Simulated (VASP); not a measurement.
# Ti4C3 (I4/mmm) in VASP: a series of runs

The runs below take Ti4C3 through single point, with PBE.

Everything below comes from runs of VASP 6.6.1. Logs are shortened: lines on timing, memory, paths and dates and some standing lists are left out, and cuts for length are marked.

**1. The cell of the first run**

Symmetry: I4/mmm, No. 139, tetragonal system. Conventional cell: a = 4.311 Å, b = 4.311 Å, c = 8.693 Å, α = 90.00°, β = 90.00°, γ = 90.00°. Within 3.2 Å of Ti (site symmetry mmm) lie 4 C at 2.16 to 2.17 Å and 12 Ti at 2.98 to 3.14 Å. Within 2.7 Å of Ti (site symmetry 4mm) lie 5 C at 2.06 to 2.16 Å. C (site symmetry -4m2) has 6 Ti at 2.16 to 2.17 Å within 2.9 Å. Within 2.7 Å of C (site symmetry 4/mmm) lie 6 Ti at 2.06 to 2.16 Å.

The cell was generated, and may not be a known phase.

**2. Single point, PBE**

The input, INCAR:

```
SYSTEM = Ti4C3
  ALGO = Normal
  EDIFF = 1E-6
  ENCUT = 520
  GGA = PE
  ISIF = 2
  ISMEAR = 0
  LASPH = .TRUE.
  LCHARG = .FALSE.
  LREAL = .FALSE.
  LWAVE = .FALSE.
  NBANDS = 39
  NELM = 80
  PREC = Accurate
  SIGMA = 0.2
```

The input, KPOINTS:

```
k-points
0
G
  5 5 5
  0 0 0
```

The input, POSCAR:

```
Ti4C3
1.0
   -2.1556653812      2.1556653812      4.3464335617
    2.1556653812     -2.1556653812      4.3464335617
    2.1556653812      2.1556653812     -4.3464335617
Ti C
4 3
Direct
    0.0000000000      0.5000000000      0.5000000000
    0.7628445400      0.7628445400      0.0000000000
    0.2371554600      0.2371554600      0.0000000000
    0.5000000000      0.0000000000      0.5000000000
    0.2500000000      0.7500000000      0.5000000000
    0.7500000000      0.2500000000      0.5000000000
    0.0000000000      0.0000000000      0.0000000000
```

Potentials or basis: VASP PAW PBE potentials, release 64 (Ti_sv, C).

On the command line:

```bash
> cat potpaw_PBE.64/Ti_sv/POTCAR potpaw_PBE.64/C/POTCAR > POTCAR
> mpirun -np 1 vasp_std > vasp.out
```

OUTCAR:

```text
SYSTEM = Ti4C3
   EDIFF = 1E-6
   ENCUT = 520
   GGA = PE
   ISIF = 2
   ISMEAR = 0
   LASPH = .TRUE.
   LREAL = .FALSE.
   NELM = 80
   PREC = Accurate

 ion  position               nearest neighbor table
   1  0.000  0.500  0.500-   7 2.16   7 2.16   5 2.17   6 2.17
   2  0.763  0.763  0.000-   7 2.06   6 2.16   5 2.16   6 2.16   5 2.16
   3  0.237  0.237  0.000-   7 2.06   5 2.16   6 2.16   5 2.16   6 2.16
   4  0.500  0.000  0.500-   7 2.16   7 2.16   5 2.17   6 2.17
   5  0.250  0.750  0.500-   2 2.16   3 2.16   2 2.16   3 2.16   1 2.17   4 2.17
   6  0.750  0.250  0.500-   2 2.16   3 2.16   2 2.16   3 2.16   1 2.17   4 2.17
   7  0.000  0.000  0.000-   2 2.06   3 2.06   1 2.16   4 2.16   1 2.16   4 2.16

  LATTYP: Found a body centered tetragonal cell.
 ALAT       =     4.3113307624
 C/A-ratio  =     2.0162839741

  Lattice vectors:

 A1 = (  -2.1556653812,   2.1556653812,   4.3464335617)
 A2 = (   2.1556653812,  -2.1556653812,   4.3464335617)
 A3 = (   2.1556653812,   2.1556653812,  -4.3464335617)

Analysis of symmetry for initial positions (statically):
=====================================================================
 Subroutine PRICEL returns:
 Original cell was already a primitive cell.

 Routine SETGRP: Setting up the symmetry group for a
 body centered tetragonal supercell.

 Subroutine GETGRP returns: Found 16 space group operations
 (whereof 16 operations were pure point group operations)
 out of a pool of 16 trial point group operations.

The static configuration has the point symmetry D_4h.

Analysis of symmetry for dynamics (positions and initial velocities):
=====================================================================
 Subroutine PRICEL returns:
 Original cell was already a primitive cell.

 Routine SETGRP: Setting up the symmetry group for a
 body centered tetragonal supercell.

 Subroutine GETGRP returns: Found 16 space group operations
 (whereof 16 operations were pure point group operations)
 out of a pool of 16 trial point group operations.

The dynamic configuration has the point symmetry D_4h.

 Subroutine INISYM returns: Found 16 space group operations
 (whereof 16 operations are pure point group operations),
 and found     1 'primitive' translations

----------------------------------------------------------------------------------------

                                     Primitive cell

  volume of cell :      80.7897

  direct lattice vectors                    reciprocal lattice vectors
    -2.155665381  2.155665381  4.346433562     0.000000000  0.231946945  0.115036844
     2.155665381 -2.155665381  4.346433562     0.231946945  0.000000000  0.115036844
     2.155665381  2.155665381 -4.346433562     0.231946945  0.231946945  0.000000000

  length of vectors
     5.308980239  5.308980239  5.308980239     0.258907051  0.258907051  0.328022516

  position of ions in fractional coordinates (direct lattice)
     0.000000000  0.500000000  0.500000000
     0.762844540  0.762844540  0.000000000
     0.237155460  0.237155460  0.000000000
     0.500000000  0.000000000  0.500000000
     0.250000000  0.750000000  0.500000000
     0.750000000  0.250000000  0.500000000
     0.000000000  0.000000000  0.000000000

  ion indices of the primitive-cell ions
   primitive index   ion index
                 1           1
                 2           2
                 3           3
                 4           4
                 5           5
                 6           6
                 7           7

----------------------------------------------------------------------------------------

 KPOINTS: k-points

Automatic generation of k-mesh.
 Grid dimensions read from file:
 generate k-points for:    5    5    5

 Generating k-lattice:

  Cartesian coordinates                     Fractional coordinates (reciprocal lattice)
     0.000000000  0.046389389  0.023007369     0.200000000  0.000000000  0.000000000
     0.046389389  0.000000000  0.023007369     0.000000000  0.200000000  0.000000000
     0.046389389  0.046389389  0.000000000     0.000000000  0.000000000  0.200000000

  Length of vectors
     0.051781410  0.051781410  0.065604503

  Shift w.r.t. Gamma in fractional coordinates (k-lattice)
     0.000000000  0.000000000  0.000000000

 Subroutine IBZKPT returns following result:
 ===========================================

 Found     18 irreducible k-points:

 Following reciprocal coordinates:
            Coordinates               Weight
  0.000000  0.000000  0.000000      1.000000
  0.200000  0.000000  0.000000      8.000000
  0.400000  0.000000  0.000000      8.000000
  0.200000  0.200000  0.000000      8.000000
  0.400000  0.200000  0.000000     16.000000
 -0.400000  0.200000  0.000000     16.000000
[... 10 lines left out ...]
 -0.400000  0.400000  0.400000      4.000000
 -0.400000 -0.400000  0.400000      2.000000
   k-points           NKPTS =     18   k-points in BZ     NKDIM =     18   number of bands    NBANDS=     39
   number of dos      NEDOS =    301   number of ions     NIONS =      7
   total plane-waves  NPLWV =  64000
   dimension x,y,z NGX =    40 NGY =   40 NGZ =   40
   dimension x,y,z NGXF=    80 NGYF=   80 NGZF=   80
   ions per type =               4   3
   NGX,Y,Z   is equivalent  to a cutoff of  12.53, 12.53, 12.53 a.u.
   NGXF,Y,Z  is equivalent  to a cutoff of  25.05, 25.05, 25.05 a.u.
 SYSTEM =  Ti4C3
   PREC   = accura    normal or accurate (medium, high low for compatibility)
   ISTART =      0    job   : 0-new  1-cont  2-samecut
   ICHARG =      2    charge: 1-file 2-atom 10-const
   ISPIN  =      1    spin polarized calculation?
   LNONCOLLINEAR =      F non collinear calculations
   LSORBIT =      F    spin-orbit coupling
   LASPH  =      T    aspherical Exc in radial PAW
   ENCUT  =  520.0 eV  38.22 Ry    6.18 a.u.   9.87  9.87  9.87*2*pi/ulx,y,z
   NELM   =     80;   NELMIN=  2; NELMDL= -5     # of ELM steps
   EDIFF  = 0.1E-05   stopping-criterion for ELM
   LREAL  =      F    real-space projection
   EDIFFG = 0.1E-04   stopping-criterion for IOM
   NSW    =      0    number of steps for IOM
   IBRION =     -1    ionic relax: 0-MD 1-quasi-New 2-CG
   NFREE  =      0    steps in history (QN), initial steepest desc. (CG)
   ISIF   =      2    stress and relaxation
   ISYM   =      2    0-nonsym 1-usesym 2-fastsym
   POTIM  = 0.5000    time-step for ionic-motion
   TEBEG  =    0.0;   TEEND  =   0.0 temperature during run
   PSTRESS=    0.0 pullay stress
   NELECT =      60.0000    total number of electrons
   NUPDOWN=      -1.0000    fix difference up-down
   EMIN   =  10.00;   EMAX   =-10.00  energy-range for DOS
   EFERMI =   0.00;   METHOD = LEGACY
   ISMEAR =     0;   SIGMA  =   0.20  broadening in eV -4-tet -1-fermi 0-gaus
   EFERMI_NEDOS =   21; number of points for ismear=-14 and -15
   IALGO  =     38    algorithm
   IMIX   =      4    mixing-type and parameters
     AMIX     =   0.40;   BMIX     =  1.00
     AMIX_MAG =   1.60;   BMIX_MAG =  1.00
  volume/ion in A,a.u.               =      11.54        77.89
  Fermi-wavevector in a.u.,A,eV,Ry     =   1.482541  2.801596 29.904618  2.197927
  Thomas-Fermi vector in A             =   2.596314
   LORBIT       =      0    0 simple, 1 ext, 2 COOP (PROOUT), +10 PAW based schemes
   GGA     = PE    functional components
   LHFCALC =     F    Hartree Fock is set to
   AEXX    =    0.0000 exact exchange contribution
   IVDW    =     0    specifies the selected vdW correction
   LEPSILON=     F    determine dielectric tensor
   LRPA    =     F    only Hartree local field effects (RPA)
 non-spin polarized calculation
 Gauss-broadening in eV      SIGMA  =   0.20
  energy-cutoff  :      520.00
  volume of cell :       80.79
 maximum number of plane-waves:      2186
   NGX = 19   NGY = 19   NGZ = 19

 number of electron      60.0000004 magnetization

 Free energy of the ion-electron system (eV)
  ---------------------------------------------------
  ext. energy  EPLUGINS =         0.00000000
  ---------------------------------------------------
  free energy    TOTEN  =       -64.26227145 eV

  energy without entropy =      -64.21059973  energy(sigma->0) =      -64.23643559

 E-fermi :   8.9134     XC(G=0): -12.2261

 val. band max:        8.8471438516   @ k =   0.2000   0.0000   0.0000
 cond. band min:       8.9755032694   @ k =  -0.2000  -0.4000   0.2000
 fundamental gap:      0.1283594177
 Fermi energy:         8.9133559592

 k-point     1 :       0.0000    0.0000    0.0000
  band No.  band energies     occupation
      1     -47.9644      2.00000
      2     -47.9084      2.00000
      3     -47.6320      2.00000
      4     -47.5896      2.00000
      5     -24.3539      2.00000
      6     -24.3539      2.00000
[... 31 lines left out ...]
     38      11.5987      0.00000
     39      11.6601      0.00000

 k-point     2 :       0.2000    0.0000    0.0000
  band No.  band energies     occupation
      1     -47.9579      2.00000
      2     -47.9130      2.00000
      3     -47.6292      2.00000
      4     -47.5943      2.00000
      5     -24.3523      2.00000
      6     -24.3387      2.00000
[... 31 lines left out ...]
     38      11.6862      0.00000
     39      12.1625      0.00000

 k-point     3 :       0.4000    0.0000    0.0000
  band No.  band energies     occupation
      1     -47.9423      2.00000
      2     -47.9255      2.00000
      3     -47.6202      2.00000
      4     -47.6064      2.00000
      5     -24.3185      2.00000
      6     -24.2974      2.00000
[... 580 lines left out ...]
 k-point    17 :      -0.4000    0.4000    0.4000
  band No.  band energies     occupation
      1     -47.9528      2.00000
      2     -47.9132      2.00000
      3     -47.6350      2.00000
      4     -47.5938      2.00000
      5     -24.3745      2.00000
      6     -24.3690      2.00000
[... 31 lines left out ...]
     38      11.5944      0.00000
     39      11.9955      0.00000

 k-point    18 :      -0.4000   -0.4000    0.4000
  band No.  band energies     occupation
      1     -47.9582      2.00000
      2     -47.9085      2.00000
      3     -47.6391      2.00000
      4     -47.5890      2.00000
      5     -24.3935      2.00000
      6     -24.3935      2.00000
[... 31 lines left out ...]
     38      11.6975      0.00000
     39      11.9161      0.00000

------------------------ aborting loop because EDIFF is reached ----------------------------------------

  FORCE on cell =-STRESS in cart. coord.  units (eV):
  Direction    XX          YY          ZZ          XY          YZ          ZX
  --------------------------------------------------------------------------------------
  -------------------------------------------------------------------------------------
  Total        0.0766688      0.0766688      0.1004620      0.0000000     -0.0000000      0.0000000
  in kB        1.5204552      1.5204552      1.9923097      0.0000000     -0.0000000      0.0000000
  external PRESSURE =       1.6777401 kB  Pullay stress =       0.0000000 kB

 VOLUME and BASIS-vectors are now :
 -----------------------------------------------------------------------------
  energy-cutoff  :      520.00
  volume of cell :       80.79
      direct lattice vectors                 reciprocal lattice vectors
    -2.155665381  2.155665381  4.346433562     0.000000000  0.231946945  0.115036844
     2.155665381 -2.155665381  4.346433562     0.231946945  0.000000000  0.115036844
     2.155665381  2.155665381 -4.346433562     0.231946945  0.231946945  0.000000000

 POSITION                                       TOTAL-FORCE (eV/Angst)
 -----------------------------------------------------------------------------------
      2.15567      0.00000      0.00000         0.000000      0.000000      0.000000
      0.00000      0.00000      6.63131        -0.000000     -0.000000     -0.017670
      0.00000      0.00000      2.06156        -0.000000     -0.000000      0.017670
      0.00000      2.15567      0.00000         0.000000      0.000000      0.000000
      2.15567      0.00000      2.17322         0.000000      0.000000     -0.000000
      0.00000      2.15567      2.17322         0.000000      0.000000     -0.000000
      0.00000      0.00000      0.00000         0.000000      0.000000      0.000000
 -----------------------------------------------------------------------------------
    total drift:                                0.000000      0.000000     -0.000000

  FREE ENERGIE OF THE ION-ELECTRON SYSTEM (eV)
  ---------------------------------------------------
  free  energy   TOTEN  =       -64.2622714534 eV

  energy  without entropy=      -64.2105997324  energy(sigma->0) =      -64.23643559
```

It took 2.5 min on 1 thread of AMD EPYC 7R43 (Zen 3), shared host; peak memory 0.21 GiB.

Results:

| Quantity | Value |
| --- | --- |
| Free energy | -64.2623 eV |
| Pressure | 0.2 GPa |
| Largest force | 0.018 eV/Å |
| Band gap on the k mesh | zero (bands 30 and 31 overlap by 0.88 eV) |

Forces in eV/Å, atoms in the order of the input:
```
Ti   0.000  0.000  0.000
Ti   0.000  0.000 -0.018
Ti   0.000  0.000  0.018
Ti   0.000  0.000  0.000
C    0.000  0.000  0.000
C    0.000  0.000  0.000
C    0.000  0.000  0.000
```

[end of part 1 of 2]

The gap in the log of VASP goes by the Fermi energy; the results here count the filled bands.